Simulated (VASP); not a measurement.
# AgCl (Cmmm) in VASP: single point with PBE

Aim: the single point of AgCl with PBE.

Program: VASP 6.6.1. These are calculated values, not measurements. Logs are shortened: lines on timing, memory, paths and dates and some standing lists are left out, and cuts for length are marked.

## (1) The cell of the first run

The structure is orthorhombic, space group Cmmm (No. 65). The conventional cell has a = 4.715 Å, b = 4.889 Å, c = 3.396 Å, α = 90.00°, β = 90.00°, γ = 90.00°. Within 3.8 Å of Ag (site symmetry mmm) lie 8 Cl at 2.91 to 2.98 Å and 6 Ag at 3.40 Å. Cl (site symmetry mmm) has 8 Ag at 2.91 to 2.98 Å and 6 Cl at 3.40 Å within 3.8 Å.

## (2) Single point, PBE (shear xy strain +3.6%)

INCAR

```
SYSTEM = AgCl
  ALGO = Normal
  EDIFF = 1E-6
  ENCUT = 630
  GGA = PE
  GGA_COMPAT = .False.
  ISIF = 2
  ISMEAR = -1
  LASPH = .True.
  LCHARG = .True.
  LELF = .True.
  LREAL = .False.
  LVHAR = .True.
  LWAVE = .False.
  NBANDS = 20
  NELM = 120
  PREC = Accurate
  SIGMA = 0.02
```

KPOINTS

```
k-points
0
Gamma
  8 8 8
  0 0 0
```

POSCAR

```
AgCl
1.0
    3.3955880419      0.0614601436      0.0000000000
    0.0614601436      3.3955880419      0.0000000000
    0.0000000000      0.0000000000      3.3955880419
Ag Cl
1 1
Direct
    0.0000000000      0.0000000000      0.0000000000
    0.5000000000      0.5000000000      0.5000000000
```

Potentials or basis: VASP PAW PBE potentials, release 64 (Ag_sv_GW, Cl).

On the command line:

```sh
$ cat potpaw_PBE.64/Ag_sv_GW/POTCAR potpaw_PBE.64/Cl/POTCAR > POTCAR
$ mpirun -np 1 vasp_std > vasp.out
```

OUTCAR:

```text
SYSTEM = AgCl
   EDIFF = 1E-6
   ENCUT = 630
   GGA = PE
   ISIF = 2
   ISMEAR = -1
   LASPH = .True.
   LREAL = .False.
   NELM = 120
   PREC = Accurate

 ion  position               nearest neighbor table
   1  0.000  0.000  0.000-
   2  0.500  0.500  0.500-

  LATTYP: Found a base centered orthorhombic cell.
 ALAT       =     4.7151688925
 B/A-ratio  =     1.0368672981
 C/A-ratio  =     0.7201413394

  Lattice vectors:

 A1 = (  -0.0614601436,  -3.3955880419,   0.0000000000)
 A2 = (   3.3955880419,   0.0614601436,   0.0000000000)
 A3 = (   0.0000000000,   0.0000000000,   3.3955880419)

Analysis of symmetry for initial positions (statically):
=====================================================================
 Subroutine PRICEL returns:
 Original cell was already a primitive cell.

 Routine SETGRP: Setting up the symmetry group for a
 base centered orthorhombic supercell.

 Subroutine GETGRP returns: Found  8 space group operations
 (whereof  8 operations were pure point group operations)
 out of a pool of  8 trial point group operations.

The static configuration has the point symmetry D_2h.

Analysis of symmetry for dynamics (positions and initial velocities):
=====================================================================
 Subroutine PRICEL returns:
 Original cell was already a primitive cell.

 Routine SETGRP: Setting up the symmetry group for a
 base centered orthorhombic supercell.

 Subroutine GETGRP returns: Found  8 space group operations
 (whereof  8 operations were pure point group operations)
 out of a pool of  8 trial point group operations.

The dynamic configuration has the point symmetry D_2h.

 Subroutine INISYM returns: Found  8 space group operations
 (whereof  8 operations are pure point group operations),
 and found     1 'primitive' translations

----------------------------------------------------------------------------------------

                                     Primitive cell

  volume of cell :      39.1384

  direct lattice vectors                    reciprocal lattice vectors
     3.395588042  0.061460144  0.000000000     0.294596313 -0.005332193  0.000000000
     0.061460144  3.395588042  0.000000000    -0.005332193  0.294596313  0.000000000
     0.000000000  0.000000000  3.395588042     0.000000000  0.000000000  0.294499800

  length of vectors
     3.396144211  3.396144211  3.395588042     0.294644565  0.294644565  0.294499800

  position of ions in fractional coordinates (direct lattice)
     0.000000000  0.000000000  0.000000000
     0.500000000  0.500000000  0.500000000

  ion indices of the primitive-cell ions
   primitive index   ion index
                 1           1
                 2           2

----------------------------------------------------------------------------------------

 KPOINTS: k-points

Automatic generation of k-mesh.
 Grid dimensions read from file:
 generate k-points for:    8    8    8

 Generating k-lattice:

  Cartesian coordinates                     Fractional coordinates (reciprocal lattice)
     0.036824539 -0.000666524  0.000000000     0.125000000  0.000000000  0.000000000
    -0.000666524  0.036824539  0.000000000     0.000000000  0.125000000  0.000000000
     0.000000000  0.000000000  0.036812475     0.000000000  0.000000000  0.125000000

  Length of vectors
     0.036830571  0.036830571  0.036812475

  Shift w.r.t. Gamma in fractional coordinates (k-lattice)
     0.000000000  0.000000000  0.000000000

 Subroutine IBZKPT returns following result:
 ===========================================

 Found    105 irreducible k-points:

 Following reciprocal coordinates:
            Coordinates               Weight
  0.000000  0.000000  0.000000      1.000000
  0.125000 -0.000000  0.000000      4.000000
  0.250000 -0.000000  0.000000      4.000000
  0.375000 -0.000000  0.000000      4.000000
  0.500000 -0.000000  0.000000      2.000000
  0.125000  0.125000  0.000000      2.000000
[... 16 lines left out ...]
  0.125000 -0.000000  0.125000      8.000000
  0.250000 -0.000000  0.125000      8.000000
 [... further k-points ...]
   k-points           NKPTS =    105   k-points in BZ     NKDIM =    105   number of bands    NBANDS=     20
   number of dos      NEDOS =    301   number of ions     NIONS =      2
   total plane-waves  NPLWV =  21952
   dimension x,y,z NGX =    28 NGY =   28 NGZ =   28
   dimension x,y,z NGXF=    56 NGYF=   56 NGZF=   56
   ions per type =               1   1
   NGX,Y,Z   is equivalent  to a cutoff of  13.71, 13.71, 13.71 a.u.
   NGXF,Y,Z  is equivalent  to a cutoff of  27.41, 27.41, 27.42 a.u.
 SYSTEM =  AgCl
   PREC   = accura    normal or accurate (medium, high low for compatibility)
   ISTART =      0    job   : 0-new  1-cont  2-samecut
   ICHARG =      2    charge: 1-file 2-atom 10-const
   ISPIN  =      1    spin polarized calculation?
   LNONCOLLINEAR =      F non collinear calculations
   LSORBIT =      F    spin-orbit coupling
   LASPH  =      T    aspherical Exc in radial PAW
   ENCUT  =  630.0 eV  46.30 Ry    6.80 a.u.   6.95  6.95  6.95*2*pi/ulx,y,z
   NELM   =    120;   NELMIN=  2; NELMDL= -5     # of ELM steps
   EDIFF  = 0.1E-05   stopping-criterion for ELM
   LREAL  =      F    real-space projection
   EDIFFG = 0.1E-04   stopping-criterion for IOM
   NSW    =      0    number of steps for IOM
   IBRION =     -1    ionic relax: 0-MD 1-quasi-New 2-CG
   NFREE  =      0    steps in history (QN), initial steepest desc. (CG)
   ISIF   =      2    stress and relaxation
   ISYM   =      2    0-nonsym 1-usesym 2-fastsym
   POTIM  = 0.5000    time-step for ionic-motion
   TEBEG  =    0.0;   TEEND  =   0.0 temperature during run
   PSTRESS=    0.0 pullay stress
   NELECT =      26.0000    total number of electrons
   NUPDOWN=      -1.0000    fix difference up-down
   EMIN   =  10.00;   EMAX   =-10.00  energy-range for DOS
   EFERMI =   0.00;   METHOD = LEGACY
   ISMEAR =    -1;   SIGMA  =   0.02  broadening in eV -4-tet -1-fermi 0-gaus
   EFERMI_NEDOS =   21; number of points for ismear=-14 and -15
   IALGO  =     38    algorithm
   IMIX   =      4    mixing-type and parameters
     AMIX     =   0.40;   BMIX     =  1.00
     AMIX_MAG =   1.60;   BMIX_MAG =  1.00
  volume/ion in A,a.u.               =      19.57       132.06
  Fermi-wavevector in a.u.,A,eV,Ry     =   1.428450  2.699379 27.762273  2.040469
  Thomas-Fermi vector in A             =   2.548510
   LORBIT       =      0    0 simple, 1 ext, 2 COOP (PROOUT), +10 PAW based schemes
   GGA     = PE    functional components
   LHFCALC =     F    Hartree Fock is set to
   AEXX    =    0.0000 exact exchange contribution
   IVDW    =     0    specifies the selected vdW correction
   LEPSILON=     F    determine dielectric tensor
   LRPA    =     F    only Hartree local field effects (RPA)
 non-spin polarized calculation
  energy-cutoff  :      630.00
  volume of cell :       39.14
 maximum number of plane-waves:      1428
   NGX = 13   NGY = 13   NGZ = 13

 number of electron      26.0000014 magnetization

 Free energy of the ion-electron system (eV)
  ---------------------------------------------------
  ext. energy  EPLUGINS =         0.00000000
  ---------------------------------------------------
  free energy    TOTEN  =        -3.05783487 eV

  energy without entropy =       -3.05783486  energy(sigma->0) =       -3.05783486

 E-fermi :   4.1612     XC(G=0): -10.6977

 val. band max:        3.9229681991   @ k =   0.0000   0.0000   0.5000
 cond. band min:       4.3978194946   @ k =   0.0000   0.0000   0.0000
 fundamental gap:      0.4748512955
 Fermi energy:         4.1612087277

 k-point     1 :       0.0000    0.0000    0.0000
  band No.  band energies     occupation
      1     -85.8714      2.00000
      2     -49.3912      2.00000
      3     -49.3894      2.00000
      4     -49.3887      2.00000
      5     -10.9809      2.00000
      6       0.9480      2.00000
[... 12 lines left out ...]
     19      17.9903      0.00000
     20      20.2586      0.00000

 k-point     2 :       0.1250   -0.0000    0.0000
  band No.  band energies     occupation
      1     -85.8713      2.00000
      2     -49.3923      2.00000
      3     -49.3893      2.00000
      4     -49.3892      2.00000
      5     -10.9130      2.00000
      6       0.7122      2.00000
[... 12 lines left out ...]
     19      17.4082      0.00000
     20      20.2032      0.00000

 k-point     3 :       0.2500   -0.0000    0.0000
  band No.  band energies     occupation
      1     -85.8712      2.00000
      2     -49.3959      2.00000
      3     -49.3893      2.00000
      4     -49.3891      2.00000
      5     -10.7400      2.00000
      6      -0.2649      2.00000
[... 12 lines left out ...]
     19      17.7269      0.00000
     20      20.0319      0.00000

 k-point     4 :       0.3750   -0.0000    0.0000
  band No.  band energies     occupation
      1     -85.8711      2.00000
      2     -49.3998      2.00000
      3     -49.3891      2.00000
      4     -49.3888      2.00000
      5     -10.5524      2.00000
      6      -1.1420      2.00000
[... 12 lines left out ...]
     19      19.8373      0.00000
     20      19.8894      0.00000

 k-point     5 :       0.5000   -0.0000    0.0000
  band No.  band energies     occupation
      1     -85.8710      2.00000
      2     -49.4014      2.00000
      3     -49.3890      2.00000
      4     -49.3887      2.00000
      5     -10.4698      2.00000
      6      -1.4726      2.00000
[... 12 lines left out ...]
     19      19.7497      0.00000
     20      19.7990      0.00000

 k-point     6 :       0.1250    0.1250    0.0000
  band No.  band energies     occupation
      1     -85.8713      2.00000
      2     -49.3928      2.00000
      3     -49.3902      2.00000
      4     -49.3892      2.00000
      5     -10.8522      2.00000
      6       0.7363      2.00000
[... 12 lines left out ...]
     19      17.9969      0.00000
     20      19.5251      0.00000

 k-point     7 :       0.2500    0.1250    0.0000
  band No.  band energies     occupation
      1     -85.8711      2.00000
      2     -49.3959      2.00000
      3     -49.3908      2.00000
      4     -49.3889      2.00000
      5     -10.6892      2.00000
      6      -0.1468      2.00000
[... 12 lines left out ...]
     19      18.1725      0.00000
     20      19.3052      0.00000
[... 277 lines left out ...]
 k-point    20 :      -0.3750    0.3750    0.0000
  band No.  band energies     occupation
      1     -85.8707      2.00000
      2     -49.4003      2.00000
      3     -49.3972      2.00000
      4     -49.3881      2.00000
      5     -10.2505      2.00000
      6      -0.3452      2.00000
[... 12 lines left out ...]
     19      17.6568      0.00000
     20      20.1658      0.00000

 k-point    21 :       0.5000    0.5000    0.0000
  band No.  band energies     occupation
      1     -85.8706      2.00000
      2     -49.4019      2.00000
      3     -49.3986      2.00000
      4     -49.3878      2.00000
      5     -10.1514      2.00000
      6      -0.0204      2.00000
[... 12 lines left out ...]
     19      17.7275      0.00000
     20      19.3633      0.00000

 k-point    22 :       0.0000    0.0000    0.1250
  band No.  band energies     occupation
      1     -85.8714      2.00000
      2     -49.3911      2.00000
      3     -49.3911      2.00000
      4     -49.3886      2.00000
      5     -10.9130      2.00000
      6       0.7109      2.00000
[... 12 lines left out ...]
     19      17.3091      0.00000
     20      20.1360      0.00000

 k-point    23 :       0.1250   -0.0000    0.1250
  band No.  band energies     occupation
      1     -85.8713      2.00000
      2     -49.3921      2.00000
      3     -49.3910      2.00000
      4     -49.3890      2.00000
      5     -10.8478      2.00000
      6       0.6645      2.00000
[... 12 lines left out ...]
     19      17.9051      0.00000
     20      19.4267      0.00000

 k-point    24 :       0.2500   -0.0000    0.1250
  band No.  band energies     occupation
      1     -85.8711      2.00000
      2     -49.3957      2.00000
      3     -49.3907      2.00000
      4     -49.3891      2.00000
      5     -10.6825      2.00000
      6      -0.2007      2.00000
[... 12 lines left out ...]
     19      18.1952      0.00000
     20      19.1961      0.00000

 [... further k-points ...]

------------------------ aborting loop because EDIFF is reached ----------------------------------------

  FORCE on cell =-STRESS in cart. coord.  units (eV):
  Direction    XX          YY          ZZ          XY          YZ          ZX
  --------------------------------------------------------------------------------------
  -------------------------------------------------------------------------------------
  Total        0.3726280      0.3726280      0.3736792      0.0953343      0.0000000      0.0000000
  in kB       15.2539877     15.2539877     15.2970202      3.9026255      0.0000000      0.0000000
  external PRESSURE =      15.2683318 kB  Pullay stress =       0.0000000 kB

 VOLUME and BASIS-vectors are now :
 -----------------------------------------------------------------------------
  energy-cutoff  :      630.00
  volume of cell :       39.14
      direct lattice vectors                 reciprocal lattice vectors
     3.395588042  0.061460144  0.000000000     0.294596313 -0.005332193  0.000000000
     0.061460144  3.395588042  0.000000000    -0.005332193  0.294596313  0.000000000
     0.000000000  0.000000000  3.395588042     0.000000000  0.000000000  0.294499800

 POSITION                                       TOTAL-FORCE (eV/Angst)
 -----------------------------------------------------------------------------------
      0.00000      0.00000      0.00000         0.000000      0.000000      0.000000
      1.72852      1.72852      1.69779        -0.000000     -0.000000      0.000000
 -----------------------------------------------------------------------------------
    total drift:                               -0.000000      0.000000     -0.000000

  FREE ENERGIE OF THE ION-ELECTRON SYSTEM (eV)
  ---------------------------------------------------
  free  energy   TOTEN  =        -3.0578348702 eV

  energy  without entropy=       -3.0578348554  energy(sigma->0) =       -3.05783486
```

Run time: 2.4 min. Hardware: 1 thread of Intel Xeon Platinum 8259CL at 2.50GHz (Skylake/Cascade Lake), shared host; peak memory 0.26 GiB.

What came out:

- Free energy: -3.0578 eV
- Pressure: 1.5 GPa
- Band gap on the k mesh: 0.47 eV (least direct gap 2.12 eV)

Caveat: the cell differs from its parent crystal (shear xy strain +3.6%); the structure was generated, so it needn't be the stable form of AgCl; semilocal functionals underestimate gaps, and a narrow one can read as zero. A k mesh can miss the band edges.
